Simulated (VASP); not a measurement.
# Mg (P6/mmm) in VASP: further runs

The runs below take Mg through single point, with BLYP.

Everything below comes from runs of VASP 6.6.1. Logs are shortened: lines on timing, memory, paths and dates and some standing lists are left out, and cuts for length are marked.

## Step 1: The cell of the first run

Symmetry: P6/mmm, No. 191, hexagonal system. Conventional cell: a = 5.143 Å, b = 5.143 Å, c = 3.136 Å, α = 90.00°, β = 90.00°, γ = 120.00°. Mg (site symmetry 6/mmm) has 14 Mg at 3.14 to 3.36 Å within 4.1 Å. Mg (site symmetry -6m2) has 11 Mg at 2.97 to 3.36 Å within 3.9 Å.

This isn't the form of Mg at room conditions, which is hcp.

## Step 2: Single point, BLYP (23.95 Å³/atom)

The input, INCAR:

```
SYSTEM = Mg
AGGAC    = 1.0          
AGGAX    = 1.0          
ALDAC    = 0.0          
ALDAX    = 1.0          
ALGO     = Normal         ! electronic algorithm
EDIFF    = 1E-7           ! SCF threshold, eV
ENCUT    = 520            ! plane-wave cutoff, eV
GGA      = B5             ! functional
ISIF     = 2              ! what is computed and relaxed
ISMEAR   = -1             ! smearing method
LASPH    = .TRUE.         ! aspherical terms in the spheres
LCHARG   = .FALSE.        ! write CHGCAR
LREAL    = .FALSE.        ! projectors in reciprocal space
LWAVE    = .FALSE.        ! write WAVECAR
NBANDS   = 10             ! bands
NELM     = 60             ! most SCF steps
PREC     = Accurate       ! precision mode
SIGMA    = 0.1            ! smearing width, eV
```

The input, KPOINTS:

```
k-points
0
G
  8 8 11
  0 0 0
```

The input, POSCAR:

```
Mg
1.0
    5.1429641389      0.0000000000      0.0000000000
   -2.5714820695      4.4539375951      0.0000000000
    0.0000000000      0.0000000000      3.1362559495
Mg
3
Direct
    1.0000000000      1.0000000000      0.0000000000
    0.3333333333      0.6666666667      0.5000000000
    0.6666666667      0.3333333333      0.5000000000
```

Potentials or basis: VASP PAW PBE potentials, release 64 (Mg).

On the command line:

```console
$ cat potpaw_PBE.64/Mg/POTCAR > POTCAR
$ mpirun -np 1 vasp_std > vasp.out
```

OUTCAR:

```text
SYSTEM = Mg
   EDIFF = 1E-7
   ENCUT = 520
   GGA = B5
   ISIF = 2
   ISMEAR = -1
   LASPH = .TRUE.
   LREAL = .FALSE.
   NELM = 60
   PREC = Accurate

 ion  position               nearest neighbor table
   1  0.000  0.000  0.000-   2 3.36   3 3.36   2 3.36   3 3.36   3 3.36   3 3.36   2 3.36   2 3.36
                             3 3.36   3 3.36   2 3.36   2 3.36
   2  0.333  0.667  0.500-   3 2.97   3 2.97   3 2.97   1 3.36   1 3.36   1 3.36   1 3.36   1 3.36
                             1 3.36
   3  0.667  0.333  0.500-   2 2.97   2 2.97   2 2.97   1 3.36   1 3.36   1 3.36   1 3.36   1 3.36
                             1 3.36

  LATTYP: Found a hexagonal cell.
 ALAT       =     5.1429641389
 C/A-ratio  =     0.6098148587

  Lattice vectors:

 A1 = (   5.1429641389,   0.0000000000,   0.0000000000)
 A2 = (  -2.5714820695,   4.4539375951,   0.0000000000)
 A3 = (   0.0000000000,   0.0000000000,   3.1362559495)

Analysis of symmetry for initial positions (statically):
=====================================================================
 Subroutine PRICEL returns:
 Original cell was already a primitive cell.

 Routine SETGRP: Setting up the symmetry group for a
 hexagonal supercell.

 Subroutine GETGRP returns: Found 24 space group operations
 (whereof 24 operations were pure point group operations)
 out of a pool of 24 trial point group operations.

The static configuration has the point symmetry D_6h.

Analysis of symmetry for dynamics (positions and initial velocities):
=====================================================================
 Subroutine PRICEL returns:
 Original cell was already a primitive cell.

 Routine SETGRP: Setting up the symmetry group for a
 hexagonal supercell.

 Subroutine GETGRP returns: Found 24 space group operations
 (whereof 24 operations were pure point group operations)
 out of a pool of 24 trial point group operations.

The dynamic configuration has the point symmetry D_6h.

 Subroutine INISYM returns: Found 24 space group operations
 (whereof 24 operations are pure point group operations),
 and found     1 'primitive' translations

----------------------------------------------------------------------------------------

                                     Primitive cell

  volume of cell :      71.8405

  direct lattice vectors                    reciprocal lattice vectors
     5.142964139  0.000000000  0.000000000     0.194440399  0.112260217  0.000000000
    -2.571482070  4.453937595  0.000000000     0.000000000  0.224520434  0.000000000
[... 95 lines left out ...]
   POTIM  = 0.5000    time-step for ionic-motion
   TEBEG  =    0.0;   TEEND  =   0.0 temperature during run
   PSTRESS=    0.0 pullay stress
   NELECT =       6.0000    total number of electrons
   NUPDOWN=      -1.0000    fix difference up-down
   EMIN   =  10.00;   EMAX   =-10.00  energy-range for DOS
   EFERMI =   0.00;   METHOD = LEGACY
   ISMEAR =    -1;   SIGMA  =   0.10  broadening in eV -4-tet -1-fermi 0-gaus
   EFERMI_NEDOS =   21; number of points for ismear=-14 and -15
   IALGO  =     38    algorithm
   IMIX   =      4    mixing-type and parameters
     AMIX     =   0.40;   BMIX     =  1.00
     AMIX_MAG =   1.60;   BMIX_MAG =  1.00
  volume/ion in A,a.u.               =      23.95       161.60
  Fermi-wavevector in a.u.,A,eV,Ry     =   0.715598  1.352283  6.967270  0.512080
  Thomas-Fermi vector in A             =   1.803800
   LORBIT       =      0    0 simple, 1 ext, 2 COOP (PROOUT), +10 PAW based schemes
   GGA     = B5    functional components
   LHFCALC =     F    Hartree Fock is set to
   AEXX    =    0.0000 exact exchange contribution
   IVDW    =     0    specifies the selected vdW correction
   LEPSILON=     F    determine dielectric tensor
   LRPA    =     F    only Hartree local field effects (RPA)
 non-spin polarized calculation
  energy-cutoff  :      520.00
  volume of cell :       71.84
 maximum number of plane-waves:      1962
 NGX is ok and might be reduce to    40
   NGX = 19   NGY = 19   NGZ = 11

 number of electron       6.0000000 magnetization

 Free energy of the ion-electron system (eV)
  ---------------------------------------------------
  ext. energy  EPLUGINS =         0.00000000
  ---------------------------------------------------
  free energy    TOTEN  =        -2.10062098 eV

  energy without entropy =       -2.05804634  energy(sigma->0) =       -2.07933366

 E-fermi :   2.8875     XC(G=0):  -7.9168

 val. band max:        2.8838789638   @ k =   0.3750   0.2500   0.4545
 cond. band min:       2.8969069938   @ k =   0.1250   0.0000   0.0000
 fundamental gap:      0.0130280300
 Fermi energy:         2.8874950344

 k-point     1 :       0.0000    0.0000    0.0000
  band No.  band energies     occupation
      1      -3.8858      2.00000
      2       3.1932      0.08984
      3       3.1932      0.08984
      4       3.2531      0.05037
      5       3.2531      0.05037
      6       4.0233      0.00002
      7       4.0743      0.00001
      8      10.4512      0.00000
      9      10.9428      0.00000
     10      15.8223      0.00000
[... 287 lines left out ...]
 k-point    24 :       0.3750    0.0000    0.1818
  band No.  band energies     occupation
      1      -2.3213      2.00000
      2      -0.4653      2.00000
      3       2.0560      1.99951
      4       2.4891      1.96345
      5       6.8657      0.00000
      6       7.2776      0.00000
      7       7.8712      0.00000
      8       8.7512      0.00000
      9      10.3170      0.00000
     10      10.6172      0.00000

 [... further k-points ...]

------------------------ aborting loop because EDIFF is reached ----------------------------------------

  FORCE on cell =-STRESS in cart. coord.  units (eV):
  Direction    XX          YY          ZZ          XY          YZ          ZX
  --------------------------------------------------------------------------------------
  -------------------------------------------------------------------------------------
  Total       -0.0780776     -0.0780776      0.0567670      0.0000000      0.0000000      0.0000000
  in kB       -1.7412762     -1.7412762      1.2660113      0.0000000      0.0000000      0.0000000
  external PRESSURE =      -0.7388471 kB  Pullay stress =       0.0000000 kB

 VOLUME and BASIS-vectors are now :
 -----------------------------------------------------------------------------
  energy-cutoff  :      520.00
  volume of cell :       71.84
      direct lattice vectors                 reciprocal lattice vectors
     5.142964139  0.000000000  0.000000000     0.194440399  0.112260217  0.000000000
    -2.571482070  4.453937595  0.000000000     0.000000000  0.224520434  0.000000000
     0.000000000  0.000000000  3.136255950     0.000000000  0.000000000  0.318851527

 POSITION                                       TOTAL-FORCE (eV/Angst)
 -----------------------------------------------------------------------------------
      0.00000      0.00000      0.00000         0.000000      0.000000      0.000000
     -0.00000      2.96929      1.56813         0.000000     -0.000000     -0.000000
      2.57148      1.48465      1.56813        -0.000000      0.000000      0.000000
 -----------------------------------------------------------------------------------
    total drift:                                0.000000     -0.000000      0.000000

  FREE ENERGIE OF THE ION-ELECTRON SYSTEM (eV)
  ---------------------------------------------------
  free  energy   TOTEN  =        -2.1006209759 eV

  energy  without entropy=       -2.0580463408  energy(sigma->0) =       -2.07933366
```

It took 45 s on 1 thread of Intel Xeon Platinum 8259CL at 2.50GHz (Skylake/Cascade Lake), shared host; peak memory 0.2 GiB.

Results:

| Item | Value |
| --- | --- |
| Free energy | -2.1006 eV |
| Pressure | -0.1 GPa |
| Band gap on the k mesh | zero (bands 3 and 4 overlap by 4.07 eV) |

Levels at points of the mesh, in eV from the Fermi level:
| k point | band 1 | band 2 | band 3 | band 4 | band 5 | band 6 | band 7 |
| --- | --- | --- | --- | --- | --- | --- | --- |
| (0.00, 0.00, 0.00) | -6.77 | 0.31 | 0.31 | 0.37 | 0.37 | 1.14 | 1.19 |
| (0.50, 0.00, 0.00) | -4.89 | -4.88 | -1.40 | -1.01 | 5.50 | 5.64 | 6.09 |

Caveat: the PAW data sets were made with another functional, which shifts forces and pressure a little.

## Step 3: Single point, BLYP (24.90 Å³/atom)

This run uses another cell than the first one, of 24.90 Å³/atom.

The input, INCAR:

```
  AGGAC = 1.0
  AGGAX = 1.0
  ALDAC = 0.0
  ALDAX = 1.0
  ALGO = Normal
  EDIFF = 1E-6
  ENCUT = 520
  GGA = B5
  ISIF = 2
  ISMEAR = -1
  LASPH = T
  LCHARG = T
  LELF = T
  LREAL = F
  LVHAR = T
  LWAVE = F
  NBANDS = 10
  NELM = 100
  PREC = Accurate
  SIGMA = 0.1
```

The input, KPOINTS:

```
k-points
0
Gamma
  8 8 11
```

The input, POSCAR:

```
Mg
1.0
    5.2106424809      0.0000000000      0.0000000000
   -2.6053212404      4.5125487585      0.0000000000
    0.0000000000      0.0000000000      3.1775272080
Mg
3
Direct
    1.0000000000      1.0000000000      0.0000000000
    0.3333333333      0.6666666667      0.5000000000
    0.6666666667      0.3333333333      0.5000000000
```

Potentials or basis: VASP PAW PBE potentials, release 64 (Mg).

On the command line:

```console
$ cat potpaw_PBE.64/Mg/POTCAR > POTCAR
$ mpirun -np 1 vasp_std > vasp.out
```

It took 44 s on 1 thread of Intel Xeon Platinum 8259CL at 2.50GHz (Skylake/Cascade Lake), shared host; peak memory 0.2 GiB.

Results (log left out):

```
Free energy            : -2.0900 eV
Pressure               : -1.1 GPa
Band gap on the k mesh : zero (bands 3 and 4 overlap by 4.01 eV)
```

Stress tensor (GPa, compression positive):
```
-1.21  0.00  0.00
 0.00 -1.21  0.00
 0.00  0.00 -0.85
```

Levels at points of the mesh, in eV from the Fermi level:
| k point | band 1 | band 2 | band 3 | band 4 | band 5 | band 6 | band 7 | band 8 |
| --- | --- | --- | --- | --- | --- | --- | --- | --- |
| (0.00, 0.00, 0.00) | -6.61 | 0.33 | 0.33 | 0.39 | 0.39 | 1.03 | 1.07 | 7.35 |
| (0.50, 0.00, 0.00) | -4.77 | -4.77 | -1.34 | -1.02 | 5.40 | 5.55 | 5.90 | 5.93 |

Caveat: the PAW data sets were made with another functional, which shifts forces and pressure a little.

## Step 4: Single point, BLYP (25.86 Å³/atom)

This run uses another cell than the first one, of 25.86 Å³/atom.

The input, INCAR:

```
  PREC = Accurate
  ENCUT = 520
  EDIFF = 1E-6
  ISMEAR = -1
  SIGMA = 0.1
  LREAL = False
  LASPH = True
  NELM = 100
  ALGO = Normal
  ISIF = 2
  LWAVE = False
  LCHARG = False
  GGA = B5
  ALDAX = 1.0
  AGGAX = 1.0
  AGGAC = 1.0
  ALDAC = 0.0
  NBANDS = 10
```

The input, KPOINTS:

```
Automatic mesh
0
Gamma
  8 8 11
```

The input, POSCAR:

```
Mg
1.0
    5.2766069833      0.0000000000      0.0000000000
   -2.6383034917      4.5696756934      0.0000000000
    0.0000000000      0.0000000000      3.2177533418
Mg
3
Direct
    1.0000000000      1.0000000000      0.0000000000
    0.3333333333      0.6666666667      0.5000000000
    0.6666666667      0.3333333333      0.5000000000
```

On the command line:

```console
$ cat potpaw_PBE.64/Mg/POTCAR > POTCAR
$ mpirun -np 1 vasp_std > vasp.out
```

Wall time 42 s (1 thread of Intel Xeon Platinum 8259CL at 2.50GHz (Skylake/Cascade Lake), shared host); peak memory 0.2 GiB.

The run converged. Its results:

```yaml
Free_energy: -2.0631 eV
Pressure: -1.9 GPa
Band_gap_on_the_k_mesh: zero (bands 3 and 4 overlap by 3.96 eV)
```

Stress tensor (GPa, compression positive):
```
-2.03  0.00  0.00
 0.00 -2.03  0.00
 0.00  0.00 -1.63
```

Levels at points of the mesh, in eV from the Fermi level:
```csv
k point,band 1,band 2,band 3,band 4,band 5,band 6
"(0.00, 0.00, 0.00)",-6.45,0.36,0.36,0.42,0.42,0.93
"(0.50, 0.00, 0.00)",-4.66,-4.65,-1.27,-1.03,5.31,5.46
```

Caveat: the PAW data sets were made with another functional, which shifts forces and pressure a little.

[end of part 1 of 2]
